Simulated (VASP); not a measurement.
Runs of VASP 6.6.1 on Ir. The structure is that of space group Fm-3m (No. 225), or close to it. The cells are those of the table. 

```tsv
potentials or basis	cell	cutoff (eV)	gap on the mesh (eV)	pressure (GPa)
VASP PAW PBE potentials, release 64 (Ir)	a = 2.681, b = 2.681, c = 3.853 Å, 2 atoms	520	none	6.9
VASP PAW PBE potentials, release 64 (Ir_sv_GW)	a = 2.708, b = 2.708, c = 3.830 Å, 2 atoms	560	none	-1.8
VASP PAW PBE potentials, release 64 (Ir)	a = 2.681, b = 2.681, c = 3.861 Å, 2 atoms	520	none	6.0
VASP PAW PBE potentials, release 64 (Ir)	a = 2.627, b = 2.627, c = 3.926 Å, 2 atoms	520	none	(a)
VASP PAW PBE potentials, release 64 (Ir)	a = 2.627, b = 2.627, c = 3.899 Å, 2 atoms	520	none	20.6
VASP PAW PBE potentials, release 64 (Ir)	a = 2.654, b = 2.654, c = 3.893 Å, 2 atoms	520	none	11.5
VASP PAW PBE potentials, release 64 (Ir)	a = 2.735, b = 2.735, c = 3.801 Å, 2 atoms	520	none	(b)
VASP PAW PBE potentials, release 64 (Ir)	a = 2.654, b = 2.654, c = 3.876 Å, 2 atoms	520	none	13.4
VASP PAW PBE potentials, release 64 (Ir_sv_GW)	a = 2.681, b = 2.681, c = 3.792 Å, 2 atoms	560	none	10.7
VASP PAW PBE potentials, release 64 (Ir)	a = 2.708, b = 2.708, c = 3.830 Å, 2 atoms	520	none	1.0
```

Alike in all rows: task single point; level PBEsol; no spin polarisation; k mesh 20 × 20 × 14; smearing gaussian 0.1 eV.

Question: Fill in the values left out.

Answer: (a) 17.5; (b) -3.6.

Caveats: the PAW data sets were made with another functional, which shifts forces and pressure a little; spin-orbit coupling is left out, which moves the levels of the heavy elements; the stress differs along the axes, from 3 to 9 GPa (at least some runs); the stress differs along the axes, from 1 to 8 GPa (at least some runs); the stress differs along the axes, from 1 to 26 GPa (at least some runs); the stress differs along the axes, from 6 to 28 GPa (at least some runs); the stress differs along the axes, from 1 to 17 GPa (at least some runs).

A k mesh can miss the band edges, and the runs leave out spin-orbit coupling on Ir.

A gap of «none» marks levels without a gap at the run's occupations.

The runs don't all hold the same shells in valence.
